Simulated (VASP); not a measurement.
A run of VASP 6.6.1:

File INCAR:

```
PREC     = Accurate       # precision mode
ENCUT    = 520            # plane-wave cutoff, eV
EDIFF    = 1E-6           # SCF threshold, eV
ISMEAR   = -1             # smearing method
SIGMA    = 0.02           # smearing width, eV
LREAL    = F              # projectors in reciprocal space
LASPH    = T              # aspherical terms in the spheres
NELM     = 80             # most SCF steps
ALGO     = Normal         # electronic algorithm
ISIF     = 2              # what is computed and relaxed
LWAVE    = F              # write WAVECAR
LCHARG   = T              # write CHGCAR
GGA      = PE             # functional
LELF     = T              # ELF
LVHAR    = T            
NBANDS   = 15             # bands
```

File KPOINTS:

```
regular mesh
0
Gamma
  8 8 8
```

File POSCAR:

```
SrO
1.0
    3.0280860190      0.0000000000      0.0000000000
    0.0000000000      3.1028650671      0.0000000000
    0.0000000000      0.0000000000      3.1028650671
Sr O
1 1
Direct
    0.0000000000      0.0000000000      0.0000000000
    0.5000000000      0.5000000000      0.5000000000
```

Potentials or basis: VASP PAW PBE potentials, release 64 (Sr_sv, O).

Run with:

```bash
$ cat potpaw_PBE.64/Sr_sv/POTCAR potpaw_PBE.64/O/POTCAR > POTCAR
$ mpirun -np 1 vasp_std > vasp.out
```

Hardware: 1 thread of Intel(R) Xeon(R) 6975P-C (Granite Rapids), on a shared host.

Question: Estimate the wall time of this run.

Answer: Run time: 13 s on 1 thread of Intel(R) Xeon(R) 6975P-C (Granite Rapids), on a shared host, peak memory 0.15 GiB. Counts: scf iterations 13, k points 75.
